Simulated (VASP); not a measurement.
# Ta3N (Im-3m) in VASP: density of states with PBE

Aim: the density of states of Ta3N with PBE.

Everything below comes from runs of VASP 6.6.1. Logs are shortened: lines on timing, memory, paths and dates and some standing lists are left out, and cuts for length are marked.

## 1. The cell of the first run

The structure is cubic, space group Im-3m (No. 229). Conventional cell: a = 5.090 Å, b = 5.090 Å, c = 5.090 Å, α = 90.00°, β = 90.00°, γ = 90.00°. Within 3.4 Å of Ta (site symmetry 4/mmm) lie 4 Ta at 2.55 Å and 2 N at 2.55 Å. N (site symmetry m-3m) has 6 Ta at 2.55 Å within 3.4 Å.

## 2. Density of states, PBE

The input, POSCAR:

```
Ta3N
1.0
   -2.5451992035      2.5451992035      2.5451992035
    2.5451992035     -2.5451992035      2.5451992035
    2.5451992035      2.5451992035     -2.5451992035
Ta N
3 1
Direct
    0.0000000000      0.5000000000      0.5000000000
    0.5000000000      0.0000000000      0.5000000000
    0.5000000000      0.5000000000      0.0000000000
    0.0000000000      0.0000000000      0.0000000000
```

The input, INCAR.step1:

```
SYSTEM = Ta3N
  PREC = Accurate
  ENCUT = 520
  EDIFF = 1E-6
  ISMEAR = 0
  SIGMA = 0.1
  LREAL = .False.
  LASPH = .True.
  NELM = 80
  ALGO = Normal
  ISIF = 2
  LWAVE = .False.
  LCHARG = .True.
  LMAXMIX = 4
  GGA = PE
  NBANDS = 27
```

The input, KPOINTS.step1:

```
regular mesh
0
Gamma
  14 14 14
  0 0 0
```

The input, INCAR.step2:

```
SYSTEM = Ta3N
  PREC = Accurate
  ENCUT = 520
  EDIFF = 1E-6
  ISMEAR = -5
  SIGMA = 0.1
  LREAL = .False.
  LASPH = .True.
  NELM = 80
  ALGO = Normal
  ISIF = 2
  LWAVE = .False.
  LCHARG = .False.
  LMAXMIX = 4
  GGA = PE
  LORBIT = 11
  NBANDS = 27
  NEDOS = 2001
  ICHARG = 11
```

The input, KPOINTS.step2:

```
regular mesh
0
Gamma
  21 21 21
  0 0 0
```

Potentials or basis: VASP PAW PBE potentials, release 64 (Ta_pv, N).

Started as:

```
> cat potpaw_PBE.64/Ta_pv/POTCAR potpaw_PBE.64/N/POTCAR > POTCAR
> cp INCAR.step1 INCAR
> cp KPOINTS.step1 KPOINTS
> mpirun -np 1 vasp_std > vasp.out
> cp INCAR.step2 INCAR
> cp KPOINTS.step2 KPOINTS
> mpirun -np 1 vasp_std > vasp.out
```

OUTCAR:

```text
SYSTEM = Ta3N
   PREC = Accurate
   ENCUT = 520
   EDIFF = 1E-6
   ISMEAR = -5
   LREAL = .False.
   LASPH = .True.
   NELM = 80
   ISIF = 2
   GGA = PE
   LORBIT = 11
   ICHARG = 11

 ion  position               nearest neighbor table
   1  0.000  0.500  0.500-   2 2.55   3 2.55   4 2.55   4 2.55   3 2.55   2 2.55   2 3.60   2 3.60
                             2 3.60   3 3.60   3 3.60   3 3.60   2 3.60   3 3.60
   2  0.500  0.000  0.500-   1 2.55   3 2.55   4 2.55   3 2.55   4 2.55   1 2.55   1 3.60   3 3.60
                             1 3.60   1 3.60   3 3.60   3 3.60   1 3.60   3 3.60
   3  0.500  0.500  0.000-   1 2.55   2 2.55   4 2.55   2 2.55   1 2.55   4 2.55   2 3.60   2 3.60
                             1 3.60   1 3.60   2 3.60   1 3.60   1 3.60   2 3.60
   4  0.000  0.000  0.000-   1 2.55   2 2.55   3 2.55   1 2.55   2 2.55   3 2.55

  LATTYP: Found a body centered cubic cell.
 ALAT       =     5.0903984070

  Lattice vectors:

 A1 = (  -2.5451992035,   2.5451992035,   2.5451992035)
 A2 = (   2.5451992035,  -2.5451992035,   2.5451992035)
 A3 = (   2.5451992035,   2.5451992035,  -2.5451992035)

Analysis of symmetry for initial positions (statically):
=====================================================================
 Subroutine PRICEL returns:
 Original cell was already a primitive cell.

 Routine SETGRP: Setting up the symmetry group for a
 body centered cubic supercell.

 Subroutine GETGRP returns: Found 48 space group operations
 (whereof 48 operations were pure point group operations)
 out of a pool of 48 trial point group operations.

The static configuration has the point symmetry O_h .

Analysis of symmetry for dynamics (positions and initial velocities):
=====================================================================
 Subroutine PRICEL returns:
 Original cell was already a primitive cell.

 Routine SETGRP: Setting up the symmetry group for a
 body centered cubic supercell.

 Subroutine GETGRP returns: Found 48 space group operations
 (whereof 48 operations were pure point group operations)
 out of a pool of 48 trial point group operations.

The dynamic configuration has the point symmetry O_h .

 Subroutine INISYM returns: Found 48 space group operations
 (whereof 48 operations are pure point group operations),
 and found     1 'primitive' translations

----------------------------------------------------------------------------------------

                                     Primitive cell

  volume of cell :      65.9516

  direct lattice vectors                    reciprocal lattice vectors
    -2.545199204  2.545199204  2.545199204     0.000000000  0.196448278  0.196448278
     2.545199204 -2.545199204  2.545199204     0.196448278  0.000000000  0.196448278
     2.545199204  2.545199204 -2.545199204     0.196448278  0.196448278  0.000000000

  length of vectors
     4.408414336  4.408414336  4.408414336     0.277819819  0.277819819  0.277819819

  position of ions in fractional coordinates (direct lattice)
     0.000000000  0.500000000  0.500000000
     0.500000000  0.000000000  0.500000000
     0.500000000  0.500000000  0.000000000
     0.000000000  0.000000000  0.000000000

  ion indices of the primitive-cell ions
   primitive index   ion index
                 1           1
                 2           2
                 3           3
                 4           4

----------------------------------------------------------------------------------------

 KPOINTS: regular mesh

Automatic generation of k-mesh.
 Grid dimensions read from file:
 generate k-points for:   21   21   21

 Generating k-lattice:

  Cartesian coordinates                     Fractional coordinates (reciprocal lattice)
     0.000000000  0.009354680  0.009354680     0.047619048  0.000000000  0.000000000
     0.009354680  0.000000000  0.009354680     0.000000000  0.047619048  0.000000000
     0.009354680  0.009354680  0.000000000     0.000000000  0.000000000  0.047619048

  Length of vectors
     0.013229515  0.013229515  0.013229515

  Shift w.r.t. Gamma in fractional coordinates (k-lattice)
     0.000000000  0.000000000  0.000000000

 TETIRR: Found  10986 inequivalent tetrahedra from    55566

 Subroutine IBZKPT returns following result:
 ===========================================

 Found    286 irreducible k-points:

 Following reciprocal coordinates:
            Coordinates               Weight
  0.000000  0.000000  0.000000      1.000000
  0.047619  0.000000  0.000000     12.000000
  0.095238  0.000000  0.000000     12.000000
  0.142857  0.000000  0.000000     12.000000
  0.190476  0.000000  0.000000     12.000000
  0.238095  0.000000  0.000000     12.000000
[... 16 lines left out ...]
  0.142857  0.095238  0.000000     48.000000
  0.190476  0.095238  0.000000     48.000000
 [... further k-points ...]
   k-points           NKPTS =    286   k-points in BZ     NKDIM =    286   number of bands    NBANDS=     27
   number of dos      NEDOS =   2001   number of ions     NIONS =      4
   total plane-waves  NPLWV =  46656
   dimension x,y,z NGX =    36 NGY =   36 NGZ =   36
   dimension x,y,z NGXF=    72 NGYF=   72 NGZF=   72
   ions per type =               3   1
   NGX,Y,Z   is equivalent  to a cutoff of  13.58, 13.58, 13.58 a.u.
   NGXF,Y,Z  is equivalent  to a cutoff of  27.15, 27.15, 27.15 a.u.
 SYSTEM =  Ta3N
   PREC   = accura    normal or accurate (medium, high low for compatibility)
   ISTART =      0    job   : 0-new  1-cont  2-samecut
   ICHARG =     11    charge: 1-file 2-atom 10-const
   ISPIN  =      1    spin polarized calculation?
   LNONCOLLINEAR =      F non collinear calculations
   LSORBIT =      F    spin-orbit coupling
   LASPH  =      T    aspherical Exc in radial PAW
   ENCUT  =  520.0 eV  38.22 Ry    6.18 a.u.   8.20  8.20  8.20*2*pi/ulx,y,z
   NELM   =     80;   NELMIN=  2; NELMDL=  0     # of ELM steps
   EDIFF  = 0.1E-05   stopping-criterion for ELM
   LREAL  =      F    real-space projection
   EDIFFG = 0.1E-04   stopping-criterion for IOM
   NSW    =      0    number of steps for IOM
   IBRION =     -1    ionic relax: 0-MD 1-quasi-New 2-CG
   NFREE  =      0    steps in history (QN), initial steepest desc. (CG)
   ISIF   =      2    stress and relaxation
   ISYM   =      2    0-nonsym 1-usesym 2-fastsym
   POTIM  = 0.5000    time-step for ionic-motion
   TEBEG  =    0.0;   TEEND  =   0.0 temperature during run
   PSTRESS=    0.0 pullay stress
   NELECT =      38.0000    total number of electrons
   NUPDOWN=      -1.0000    fix difference up-down
   EMIN   =  10.00;   EMAX   =-10.00  energy-range for DOS
   EFERMI =   0.00;   METHOD = LEGACY
   ISMEAR =    -5;   SIGMA  =   0.10  broadening in eV -4-tet -1-fermi 0-gaus
   EFERMI_NEDOS =   21; number of points for ismear=-14 and -15
   IALGO  =     38    algorithm
   IMIX   =      4    mixing-type and parameters
     AMIX     =   0.40;   BMIX     =  1.00
     AMIX_MAG =   1.60;   BMIX_MAG =  1.00
  volume/ion in A,a.u.               =      16.49       111.27
  Fermi-wavevector in a.u.,A,eV,Ry     =   1.362263  2.574304 25.249150  1.855760
  Thomas-Fermi vector in A             =   2.488768
   LORBIT       =     11    0 simple, 1 ext, 2 COOP (PROOUT), +10 PAW based schemes
   GGA     = PE    functional components
   LHFCALC =     F    Hartree Fock is set to
   AEXX    =    0.0000 exact exchange contribution
   IVDW    =     0    specifies the selected vdW correction
   LEPSILON=     F    determine dielectric tensor
   LRPA    =     F    only Hartree local field effects (RPA)
 non-spin polarized calculation
 Fermi weights with tetrahedron method with Bloechl corrections
  energy-cutoff  :      520.00
  volume of cell :       65.95
 maximum number of plane-waves:      1806
 NGX is ok and might be reduce to    36

 number of electron      38.0000001 magnetization

 Free energy of the ion-electron system (eV)
  ---------------------------------------------------
  ext. energy  EPLUGINS =         0.00000000
  ---------------------------------------------------
  free energy    TOTEN  =       -39.06693085 eV

  energy without entropy =      -39.06693085  energy(sigma->0) =      -39.06693085

 E-fermi :   5.2469     XC(G=0): -12.0589

 val. band max:        5.2978102128   @ k =  -0.3810   0.3810   0.1429
 cond. band min:       5.2076100091   @ k =  -0.3333  -0.4762   0.0476
 fundamental gap:     -0.0902002037
 Fermi energy:         5.2469326221

 k-point     1 :       0.0000    0.0000    0.0000
  band No.  band energies     occupation
      1     -29.9897      2.00000
      2     -29.9897      2.00000
      3     -29.9897      2.00000
      4     -29.0929      2.00000
      5     -29.0929      2.00000
      6     -29.0929      2.00000
[... 19 lines left out ...]
     26      11.1541      0.00000
     27      11.1541      0.00000

 k-point     2 :       0.0476    0.0000    0.0000
  band No.  band energies     occupation
      1     -29.9900      2.00000
      2     -29.9798      2.00000
      3     -29.9791      2.00000
      4     -29.0943      2.00000
      5     -29.0927      2.00000
      6     -29.0921      2.00000
[... 19 lines left out ...]
     26      10.9880      0.00000
     27      11.0747      0.00000

 k-point     3 :       0.0952    0.0000    0.0000
  band No.  band energies     occupation
      1     -29.9907      2.00000
      2     -29.9503      2.00000
      3     -29.9475      2.00000
      4     -29.0983      2.00000
      5     -29.0920      2.00000
      6     -29.0897      2.00000
[... 594 lines left out ...]
      1     -29.9526      2.00000
      2     -29.9013      2.00000
      3     -29.7394      2.00000
      4     -29.1175      2.00000
      5     -29.0854      2.00000
      6     -29.0816      2.00000
[... 19 lines left out ...]
     26       9.7297      0.00000
     27      10.2059      0.00000

 k-point    24 :       0.1905    0.0952    0.0000
  band No.  band energies     occupation
      1     -29.9544      2.00000
      2     -29.8331      2.00000
      3     -29.6350      2.00000
      4     -29.1268      2.00000
      5     -29.0835      2.00000
      6     -29.0763      2.00000
[... 19 lines left out ...]
     26       9.8943      0.00000
     27      10.1442      0.00000

 [... further k-points ...]
[... 5 lines left out ...]
  --------------------------------------------------------------------------------------
  -------------------------------------------------------------------------------------
  Total        0.1576013      0.1576013      0.1576013      0.0000000     -0.0000000      0.0000000
  in kB        3.8286444      3.8286444      3.8286444      0.0000000     -0.0000000      0.0000000
  external PRESSURE =       3.8286444 kB  Pullay stress =       0.0000000 kB

 VOLUME and BASIS-vectors are now :
 -----------------------------------------------------------------------------
  energy-cutoff  :      520.00
  volume of cell :       65.95
      direct lattice vectors                 reciprocal lattice vectors
    -2.545199204  2.545199204  2.545199204     0.000000000  0.196448278  0.196448278
     2.545199204 -2.545199204  2.545199204     0.196448278  0.000000000  0.196448278
     2.545199204  2.545199204 -2.545199204     0.196448278  0.196448278  0.000000000

 POSITION                                       TOTAL-FORCE (eV/Angst)
 -----------------------------------------------------------------------------------
      2.54520      0.00000      0.00000        -0.000000      0.000000      0.000000
      0.00000      2.54520      0.00000         0.000000      0.000000      0.000000
      0.00000      0.00000      2.54520         0.000000     -0.000000     -0.000000
      0.00000      0.00000      0.00000        -0.000000     -0.000000      0.000000
 -----------------------------------------------------------------------------------
    total drift:                                0.000000      0.000000     -0.000000

  FREE ENERGIE OF THE ION-ELECTRON SYSTEM (eV)
  ---------------------------------------------------
  free  energy   TOTEN  =       -39.0669308488 eV

  energy  without entropy=      -39.0669308488  energy(sigma->0) =      -39.06693085

 total charge

# of ion       s       p       d       tot
------------------------------------------
    1        0.396   6.098   2.586   9.080
    2        0.396   6.098   2.586   9.080
    3        0.396   6.098   2.586   9.080
    4        1.263   2.245   0.000   3.507
--------------------------------------------------
tot          2.451  20.539   7.757  30.748
```

It took 7.3 min on 1 thread of AMD EPYC 7R13 (Zen 3), shared host; peak memory 0.49 GiB.

Results:

- Valence electrons inside the program's atomic spheres: Ta 9.08; N 3.51

Levels at points of the mesh, in eV from the Fermi level:
| k point | band 17 | band 18 | band 19 | band 20 | band 21 | band 22 |
| --- | --- | --- | --- | --- | --- | --- |
| (0.00, 0.00, 0.00) | -2.11 | -2.11 | -2.11 | 2.34 | 3.33 | 3.33 |

Caveat: spin-orbit coupling is left out, which moves the levels of the heavy elements; tetrahedron occupations give inexact forces and stress in metals.
